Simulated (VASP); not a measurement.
# InAgTe2 (I-42d) in VASP: relaxation of cell and atoms with PBE+D3(BJ)

Aim: the relaxation of cell and atoms of InAgTe2 with PBE+D3(BJ).

Program: VASP 6.6.1. These are calculated values, not measurements. Logs are shortened: lines on timing, memory, paths and dates and some standing lists are left out, and cuts for length are marked.

## Step 1: The cell of the first run

The structure is tetragonal, space group I-42d (No. 122). Conventional cell: a = 6.569 Å, b = 6.569 Å, c = 12.998 Å, α = 90.00°, β = 90.00°, γ = 90.00°. Within 3.8 Å of In (site symmetry -4) lie 4 Te at 2.86 Å. Ag (site symmetry -4) has 4 Te at 2.81 Å within 3.7 Å. Within 3.7 Å of Te (site symmetry 2) lie 2 Ag at 2.81 Å and 2 In at 2.86 Å.

## Step 2: Relaxation of cell and atoms, PBE+D3(BJ)

File INCAR:

```
ALGO     = Normal         # electronic algorithm
EDIFF    = 1E-7           # SCF threshold, eV
EDIFFG   = -0.005         # ionic threshold
ENCUT    = 500            # plane-wave cutoff, eV
GGA      = PE             # functional
GGA_COMPAT= F            
IBRION   = 2              # ionic algorithm
ISIF     = 3              # what is computed and relaxed
ISMEAR   = 0              # smearing method
IVDW     = 12             # dispersion correction
KPAR     = 4            
LASPH    = T              # aspherical terms in the spheres
LCHARG   = F              # write CHGCAR
LREAL    = F              # projectors in reciprocal space
LWAVE    = F              # write WAVECAR
NELM     = 120            # most SCF steps
NELMIN   = 4            
NSW      = 70             # ionic steps
PREC     = Accurate       # precision mode
SIGMA    = 0.1            # smearing width, eV
```

File KPOINTS:

```
k-points
0
Gamma
  8 8 8
```

File POSCAR:

```
InAgTe2
1.0
   -3.2846811222      3.2846811222      6.4987725062
    3.2846811222     -3.2846811222      6.4987725062
    3.2846811222      3.2846811222     -6.4987725062
In Ag Te
2 2 4
Direct
    0.5000000000      0.5000000000      0.0000000000
    0.2500000000      0.7500000000      0.5000000000
    0.0000000000      0.0000000000      0.0000000000
    0.7500000000      0.2500000000      0.5000000000
    0.3750000000      0.3694267736      0.4944267736
    0.6305732264      0.1250000000      1.0055732264
    0.8750000000      0.8805732264      0.5055732264
    0.1194267736      0.6250000000     -0.0055732264
```

Potentials or basis: VASP PAW PBE potentials, release 64 (In_d, Ag, Te).

Started as:

```
$ cat potpaw_PBE.64/In_d/POTCAR potpaw_PBE.64/Ag/POTCAR potpaw_PBE.64/Te/POTCAR > POTCAR
$ mpirun -np 4 vasp_std > vasp.out
```

OUTCAR:

```text
EDIFF = 1E-7
   EDIFFG = -0.005
   ENCUT = 500
   GGA = PE
   IBRION = 2
   ISIF = 3
   ISMEAR = 0
   IVDW = 12
   LASPH = T
   LREAL = F
   NELM = 120
   NELMIN = 4
   NSW = 70
   PREC = Accurate
 IVDW          = 12

 ion  position               nearest neighbor table
   1  0.500  0.500  0.000-   5 2.86   6 2.86   8 2.86   7 2.86
   2  0.250  0.750  0.500-   8 2.86   5 2.86   7 2.86   6 2.86
   3  0.000  0.000  0.000-   8 2.81   7 2.81   6 2.81   5 2.81
   4  0.750  0.250  0.500-   5 2.81   6 2.81   7 2.81   8 2.81
   5  0.375  0.369  0.494-   4 2.81   3 2.81   1 2.86   2 2.86
   6  0.631  0.125  0.006-   3 2.81   4 2.81   1 2.86   2 2.86
   7  0.875  0.881  0.506-   3 2.81   4 2.81   2 2.86   1 2.86
   8  0.119  0.625  0.994-   3 2.81   4 2.81   2 2.86   1 2.86

  LATTYP: Found a body centered tetragonal cell.
 ALAT       =     6.5693622444
 C/A-ratio  =     1.9785094091

  Lattice vectors:

 A1 = (  -3.2846811222,   3.2846811222,   6.4987725062)
 A2 = (   3.2846811222,  -3.2846811222,   6.4987725062)
 A3 = (   3.2846811222,   3.2846811222,  -6.4987725062)

Analysis of symmetry for initial positions (statically):
=====================================================================
 Subroutine PRICEL returns:
 Original cell was already a primitive cell.

 Routine SETGRP: Setting up the symmetry group for a
 body centered tetragonal supercell.

 Subroutine GETGRP returns: Found  8 space group operations
 (whereof  4 operations were pure point group operations)
 out of a pool of 16 trial point group operations.

The static configuration has the point symmetry S_4 .
 The point group associated with its full space group is D_2d.

Analysis of symmetry for dynamics (positions and initial velocities):
=====================================================================
 Subroutine PRICEL returns:
 Original cell was already a primitive cell.

 Routine SETGRP: Setting up the symmetry group for a
 body centered tetragonal supercell.

 Subroutine GETGRP returns: Found  8 space group operations
 (whereof  4 operations were pure point group operations)
 out of a pool of 16 trial point group operations.

The dynamic configuration has the point symmetry S_4 .
 The point group associated with its full space group is D_2d.

 Subroutine INISYM returns: Found  8 space group operations
 (whereof  4 operations are pure point group operations),
 and found     1 'primitive' translations

----------------------------------------------------------------------------------------

                                     Primitive cell

  volume of cell :     280.4644

  direct lattice vectors                    reciprocal lattice vectors
    -3.284681122  3.284681122  6.498772506     0.000000000  0.152221778  0.076937606
     3.284681122 -3.284681122  6.498772506     0.152221778  0.000000000  0.076937606
     3.284681122  3.284681122 -6.498772506     0.152221778  0.152221778  0.000000000

  length of vectors
     7.988260401  7.988260401  7.988260401     0.170560444  0.170560444  0.215274103

  position of ions in fractional coordinates (direct lattice)
     0.500000000  0.500000000  0.000000000
     0.250000000  0.750000000  0.500000000
     0.000000000  0.000000000  0.000000000
     0.750000000  0.250000000  0.500000000
     0.375000000  0.369426774  0.494426774
     0.630573226  0.125000000  0.005573226
     0.875000000  0.880573226  0.505573226
     0.119426774  0.625000000  0.994426774

  ion indices of the primitive-cell ions
   primitive index   ion index
                 1           1
                 2           2
                 3           3
                 4           4
                 5           5
                 6           6
                 7           7
                 8           8

----------------------------------------------------------------------------------------

 KPOINTS: k-points

Automatic generation of k-mesh.
 Grid dimensions read from file:
 generate k-points for:    8    8    8

 Generating k-lattice:

  Cartesian coordinates                     Fractional coordinates (reciprocal lattice)
     0.000000000  0.019027722  0.009617201     0.125000000  0.000000000  0.000000000
     0.019027722  0.000000000  0.009617201     0.000000000  0.125000000  0.000000000
     0.019027722  0.019027722  0.000000000     0.000000000  0.000000000  0.125000000

  Length of vectors
     0.021320055  0.021320055  0.026909263

  Shift w.r.t. Gamma in fractional coordinates (k-lattice)
     0.000000000  0.000000000  0.000000000

 Subroutine IBZKPT returns following result:
 ===========================================

 Found     59 irreducible k-points:

 Following reciprocal coordinates:
            Coordinates               Weight
  0.000000  0.000000  0.000000      1.000000
  0.125000  0.000000 -0.000000      8.000000
  0.250000  0.000000 -0.000000      8.000000
  0.375000 -0.000000  0.000000      8.000000
  0.500000  0.000000 -0.000000      4.000000
  0.125000  0.125000 -0.000000      8.000000
[... 16 lines left out ...]
  0.250000  0.125000  0.125000     16.000000
  0.375000  0.125000  0.125000      8.000000
 [... further k-points ...]
   k-points           NKPTS =     59   k-points in BZ     NKDIM =     59   number of bands    NBANDS=     43
   number of dos      NEDOS =    301   number of ions     NIONS =      8
   total plane-waves  NPLWV = 216000
   dimension x,y,z NGX =    60 NGY =   60 NGZ =   60
   dimension x,y,z NGXF=   120 NGYF=  120 NGZF=  120
   ions per type =               2   2   4
   NGX,Y,Z   is equivalent  to a cutoff of  12.49, 12.49, 12.49 a.u.
   NGXF,Y,Z  is equivalent  to a cutoff of  24.97, 24.97, 24.97 a.u.
 SYSTEM =  unknown system
   PREC   = accura    normal or accurate (medium, high low for compatibility)
   ISTART =      0    job   : 0-new  1-cont  2-samecut
   ICHARG =      2    charge: 1-file 2-atom 10-const
   ISPIN  =      1    spin polarized calculation?
   LNONCOLLINEAR =      F non collinear calculations
   LSORBIT =      F    spin-orbit coupling
   LASPH  =      T    aspherical Exc in radial PAW
   ENCUT  =  500.0 eV  36.75 Ry    6.06 a.u.  14.56 14.56 14.56*2*pi/ulx,y,z
   NELM   =    120;   NELMIN=  4; NELMDL= -5     # of ELM steps
   EDIFF  = 0.1E-06   stopping-criterion for ELM
   LREAL  =      F    real-space projection
   EDIFFG = -.5E-02   stopping-criterion for IOM
   NSW    =     70    number of steps for IOM
   IBRION =      2    ionic relax: 0-MD 1-quasi-New 2-CG
   NFREE  =      1    steps in history (QN), initial steepest desc. (CG)
   ISIF   =      3    stress and relaxation
   ISYM   =      2    0-nonsym 1-usesym 2-fastsym
   POTIM  = 0.5000    time-step for ionic-motion
   TEBEG  =    0.0;   TEEND  =   0.0 temperature during run
   PSTRESS=    0.0 pullay stress
   NELECT =      72.0000    total number of electrons
   NUPDOWN=      -1.0000    fix difference up-down
   EMIN   =  10.00;   EMAX   =-10.00  energy-range for DOS
   EFERMI =   0.00;   METHOD = LEGACY
   ISMEAR =     0;   SIGMA  =   0.10  broadening in eV -4-tet -1-fermi 0-gaus
   EFERMI_NEDOS =   21; number of points for ismear=-14 and -15
   IALGO  =     38    algorithm
   IMIX   =      4    mixing-type and parameters
     AMIX     =   0.40;   BMIX     =  1.00
     AMIX_MAG =   1.60;   BMIX_MAG =  1.00
  volume/ion in A,a.u.               =      35.06       236.58
  Fermi-wavevector in a.u.,A,eV,Ry     =   1.040462  1.966189 14.729152  1.082562
  Thomas-Fermi vector in A             =   2.175039
   LORBIT       =      0    0 simple, 1 ext, 2 COOP (PROOUT), +10 PAW based schemes
   GGA     = PE    functional components
   LHFCALC =     F    Hartree Fock is set to
   AEXX    =    0.0000 exact exchange contribution
   IVDW    =    12    specifies the selected vdW correction
   LEPSILON=     F    determine dielectric tensor
   LRPA    =     F    only Hartree local field effects (RPA)
 conjugate gradient relaxation of ions
 non-spin polarized calculation
 Gauss-broadening in eV      SIGMA  =   0.10
  energy-cutoff  :      500.00
  volume of cell :      280.46
 maximum number of plane-waves:      7150
 NGX is ok and might be reduce to    60
   NGX = 29   NGY = 29   NGZ = 29

--------------------------------------- Ionic step        1  -------------------------------------------

 number of electron      72.0000000 magnetization

 Free energy of the ion-electron system (eV)
  ---------------------------------------------------
  ext. energy  EPLUGINS =         0.00000000
  ---------------------------------------------------
  free energy    TOTEN  =       -25.46452650 eV

  energy without entropy =      -25.46410906  energy(sigma->0) =      -25.46431778

------------------------ aborting loop because EDIFF is reached ----------------------------------------

 Edisp (eV)   -2.64899

 E8    (eV) :    -1.2217

  FORCE on cell =-STRESS in cart. coord.  units (eV):
  Direction    XX          YY          ZZ          XY          YZ          ZX
  --------------------------------------------------------------------------------------
  -------------------------------------------------------------------------------------
  Total      -3.12900    -3.12900    -3.12567     0.00000     0.00000     0.00000
  in kB     -17.87467   -17.87467   -17.85566     0.00000     0.00000     0.00000
  external pressure =      -17.87 kB  Pullay stress =        0.00 kB
[... 349 lines left out ...]
  energy  without entropy=      -28.1900011061  energy(sigma->0) =      -28.19009870

--------------------------------------- Ionic step        9  -------------------------------------------

 number of electron      72.0000014 magnetization

 Free energy of the ion-electron system (eV)
  ---------------------------------------------------
  ext. energy  EPLUGINS =         0.00000000
  ---------------------------------------------------
  free energy    TOTEN  =       -25.39088922 eV

  energy without entropy =      -25.39069111  energy(sigma->0) =      -25.39079017

 E-fermi :   4.6065     XC(G=0):  -8.6909

 val. band max:        4.5179695363   @ k =   0.0000   0.0000   0.0000
 cond. band min:       4.6667184028   @ k =   0.0000   0.0000   0.0000
 fundamental gap:      0.1487488664
 Fermi energy:         4.6064772668

 k-point     1 :       0.0000    0.0000    0.0000
  band No.  band energies     occupation
      1     -10.2975      2.00000
      2     -10.2927      2.00000
      3     -10.2927      2.00000
      4     -10.2295      2.00000
      5     -10.2147      2.00000
      6     -10.2147      2.00000
[... 1093 lines left out ...]
     42       8.4071      0.00000
     43       8.5210      0.00000

 [... further k-points ...]

------------------------ aborting loop because EDIFF is reached ----------------------------------------

 Edisp (eV)   -2.79932

 E8    (eV) :    -1.2947

  FORCE on cell =-STRESS in cart. coord.  units (eV):
  Direction    XX          YY          ZZ          XY          YZ          ZX
  --------------------------------------------------------------------------------------
  -------------------------------------------------------------------------------------
  Total      -0.00098    -0.00098     0.02283     0.00000     0.00000    -0.00000
  in kB      -0.00588    -0.00588     0.13676     0.00000     0.00000    -0.00000
  external pressure =        0.04 kB  Pullay stress =        0.00 kB
[... 23 lines left out ...]
  FREE ENERGIE OF THE ION-ELECTRON SYSTEM (eV)
  ---------------------------------------------------
  free  energy   TOTEN  =       -28.1902081018 eV

  energy  without entropy=      -28.1900099922  energy(sigma->0) =      -28.19010905

 reached required accuracy - stopping structural energy minimisation
```

It took 22 min on 4 MPI ranks of Intel Xeon 6975P-C (Granite Rapids), shared host; peak memory 0.95 GiB.

Results:

- Free energy: -28.1902 eV
- Relaxed volume: 33.43 Å³/atom
- Relaxed cell: a = 7.860 Å, b = 7.860 Å, c = 7.860 Å, α = 131.41°, β = 131.41°, γ = 71.16°
- Space group after relaxing (to 0.1 Å): I-42d (No. 122)
- Energy gained by relaxing: 9.6 meV/atom
- Ionic steps: 9
- Pressure after relaxing: 0.0 GPa
- Band gap on the k mesh: 0.15 eV
- Dispersion energy per atom: -0.350 eV

Step by step:
```csv
step,energy change (eV),largest force (eV/Å),pressure (GPa),volume (Å³)
1,0.0000,0.0084,-1.79,280.46
2,-0.0715,0.0853,0.45,264.89
3,-0.0752,0.0710,0.01,267.60
4,-0.0752,0.0696,-0.04,267.85
5,-0.0760,0.0472,-0.03,267.78
6,-0.0767,0.0038,-0.03,267.63
7,-0.0767,0.0006,-0.03,267.62
8,-0.0767,0.0013,0.03,267.25
9,-0.0767,0.0005,0.00,267.40
```

Final structure:
```yaml
crystal:
  lattice:
    - [-3.23375, 3.23375, 6.39285]
    - [3.23375, -3.23375, 6.39285]
    - [3.23375, 3.23375, -6.39285]
  atoms:
    - { symbol: In, position: [0.50000, 0.50000, 0.00000] }
    - { symbol: In, position: [0.25000, 0.75000, 0.50000] }
    - { symbol: Ag, position: [0.00000, 0.00000, 0.00000] }
    - { symbol: Ag, position: [0.75000, 0.25000, 0.50000] }
    - { symbol: Te, position: [0.37500, 0.36782, 0.49282] }
    - { symbol: Te, position: [0.63218, 0.12500, 0.00718] }
    - { symbol: Te, position: [0.87500, 0.88218, 0.50718] }
    - { symbol: Te, position: [0.11782, 0.62500, 0.99282] }
```

Levels at points of the mesh, in eV from the valence-band top:
```tsv
k point	band 33	band 34	band 35	band 36	band 37	band 38	band 39	band 40
(0.00, 0.00, 0.00)	-1.97	-0.08	-0.08	0.00	0.15	1.88	2.05	3.46
(0.50, 0.00, 0.00)	-1.62	-1.30	-1.24	-0.63	1.78	2.11	2.92	3.54
(0.50, 0.50, 0.00)	-0.93	-0.93	-0.55	-0.55	0.93	0.93	2.89	2.89
(0.50, 0.50, 0.50)	-1.31	-1.31	-1.00	-1.00	1.53	1.53	2.05	2.05
```

Caveat: spin-orbit coupling is left out, which moves the levels of the heavy elements.
